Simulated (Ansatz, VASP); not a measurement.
Two plane-wave programs on W

Contents of INCAR:

```
  PREC = Accurate
  ENCUT = 520
  EDIFF = 1E-6
  ISMEAR = 0
  SIGMA = 0.1
  LREAL = F
  LASPH = T
  NELM = 60
  ALGO = Fast
  ISIF = 2
  LWAVE = F
  LCHARG = F
  GGA = PS
  NBANDS = 66
```

Contents of KPOINTS:

```
Automatic mesh
0
Gamma
  8 8 8
```

Contents of POSCAR:

```
W
1.0
    4.9812112180      0.0000000000      0.0000000000
    0.0000000000      4.9812112180      0.0000000000
    0.0000000000      0.0000000000      4.9812112180
W
8
Direct
    0.0000000000      0.0000000000      0.0000000000
    0.5000000000      0.5000000000      0.5000000000
    0.0000000000      0.5000000000      0.2500000000
    0.0000000000      0.5000000000      0.7500000000
    0.2500000000      0.0000000000      0.5000000000
    0.7500000000      0.0000000000      0.5000000000
    0.5000000000      0.7500000000      0.0000000000
    0.5000000000      0.2500000000      0.0000000000
```

Input for Ansatz:

```yaml
crystal:
  lattice:
    - [4.981211218, 0.0, 0.0]
    - [0.0, 4.981211218, 0.0]
    - [0.0, 0.0, 4.981211218]
  atoms:
    - { symbol: W, position: [0.0, 0.0, 0.0] }
    - { symbol: W, position: [0.5, 0.5, 0.5] }
    - { symbol: W, position: [0.0, 0.5, 0.25] }
    - { symbol: W, position: [0.0, 0.5, 0.75] }
    - { symbol: W, position: [0.25, 0.0, 0.5] }
    - { symbol: W, position: [0.75, 0.0, 0.5] }
    - { symbol: W, position: [0.5, 0.75, 0.0] }
    - { symbol: W, position: [0.5, 0.25, 0.0] }
basis:
  ecutwfc: 420
kpoints:
  mp_grid: { grid: [8, 8, 8] }
hamiltonian:
  xc: pbesol
scf:
  occupations: { method: gaussian, width: 0.1 }
output:
  forces: true
  stress: true
  eigenvalues: true
```

Alike in both runs: task single point; functional PBEsol; k mesh 8 × 8 × 8; occupations gaussian, width 0.1 eV; no spin polarisation.

```csv
,VASP,Ansatz
version,VASP 6.6.1,Ansatz 0.2.0
potentials or method,"VASP PAW PBE potentials, release 64 (W_sv), cutoff 520 eV","scalar-relativistic, plane waves, PAW"
valence electrons in the cell,112,112
```

```csv
,VASP,Ansatz,Ansatz less VASP
gap on the k mesh at the Fermi level (eV),none,none,-
pressure (GPa),11.3,10.3,-0.94
```

VASP's potentials were made for PBE, not for PBEsol. A gap of «none» marks a metal or a gap that the smearing closes.

Neither program's run includes spin-orbit coupling.
